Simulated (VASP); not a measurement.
Wanted: the native input for a VASP 6.6.1 run.

| Quantity | Value |
| --- | --- |
| Task | single point |
| Functional | PBEsol |
| Potentials or basis | VASP PAW PBE potentials, release 64 (Si, Ta_pv) |
| Cutoff | 520 eV |
| k mesh | 10 × 10 × 10 |
| Occupations | gaussian, width 0.1 eV |
| Spin | no spin polarisation |
| Dipole correction | no |
| Further INCAR settings | ALGO = Fast; EDIFF = 1e-07; NBANDS = 26 |

The structure of Ta3Si lies in POSCAR:

```
Ta3Si
1.0
    0.0000000000      3.8335559591      3.8335559591
    3.8335559591      0.0000000000      3.8335559591
    3.8335559591      3.8335559591      0.0000000000
Si Ta
1 3
Direct
    0.0000000000      0.0000000000      0.0000000000
    0.2500000000      0.2500000000      0.2500000000
    0.7500000000      0.7500000000      0.7500000000
    0.5000000000      0.5000000000      0.5000000000
```

This cell differs from its parent crystal: Au replaced by Ta, lengths x 1.118, strained.

One way to write it, as run:

INCAR

```
PREC = Accurate
ENCUT = 520
EDIFF = 1E-7
ISMEAR = 0
SIGMA = 0.1
LREAL = False
LASPH = True
NELM = 60
ALGO = Fast
ISIF = 2
LWAVE = False
LCHARG = False
GGA = PS
NBANDS = 26
```

KPOINTS

```
Automatic mesh
0
Gamma
  10 10 10
```

Potentials or basis: VASP PAW PBE potentials, release 64 (Si, Ta_pv).

Launch:

```bash
$ cat potpaw_PBE.64/Si/POTCAR potpaw_PBE.64/Ta_pv/POTCAR > POTCAR
$ mpirun -np 1 vasp_std > vasp.out
```

It gave:

```json
{
 "Pressure": "-34.1 GPa"
}
```

Caveat: the cell differs from its parent crystal (Au replaced by Ta, lengths x 1.118, strained); the PAW data sets were made with another functional, which shifts forces and pressure a little.

It took 100 s on 1 thread of Intel(R) Xeon(R) 6975P-C (Granite Rapids), on a shared host, peak memory 0.3 GiB.
